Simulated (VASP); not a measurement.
BP (l):

```
B P
1.0
     0.00000    2.26607    2.26607
     2.26607    0.00000    2.26607
     2.26607    2.26607    0.00000
B P
1 1
Direct
  0.00000 0.00000 0.00000
  0.25000 0.25000 0.25000
```

| Property | Result |
| --- | --- |
| Program | VASP 6.6.1 |
| Task | relaxation of cell and atoms |
| Functional | LDA |
| Potentials or basis | VASP PAW LDA potentials, release 64 (B, P) |
| Cutoff | 500 eV |
| k mesh | 10 × 10 × 10 |
| Occupations | gaussian, width 0.02 eV |
| Spin | no spin polarisation |

At the start: pressure -4.7 GPa; volume 11.64 Å³/atom.

Problem. Where does the relaxation end?

Solution. Over 3 steps the energy falls by 4.9 meV/atom and the volume is 11.31 Å³/atom (-2.8 %); space group F-43m (No. 216, to 0.05 Å).

The path:
```csv
step,energy change (eV),largest force (eV/Å),pressure (GPa),volume (Å³)
1,0.0000,0.0000,-4.71,23.27
2,-0.0039,0.0000,3.94,22.14
3,-0.0098,0.0000,-0.01,22.62
```

Final structure:
```cif
data_structure
_symmetry_space_group_name_H-M 'P 1'
_symmetry_Int_Tables_number 1
_cell_length_a 3.1747
_cell_length_b 3.1747
_cell_length_c 3.1747
_cell_angle_alpha 60.000
_cell_angle_beta 60.000
_cell_angle_gamma 60.000
_cell_volume 22.62
loop_
_atom_site_label
_atom_site_type_symbol
_atom_site_fract_x
_atom_site_fract_y
_atom_site_fract_z
_atom_site_occupancy
B1 B 0.00000 0.00000 0.00000 1
P1 P 0.25000 0.25000 0.25000 1
```
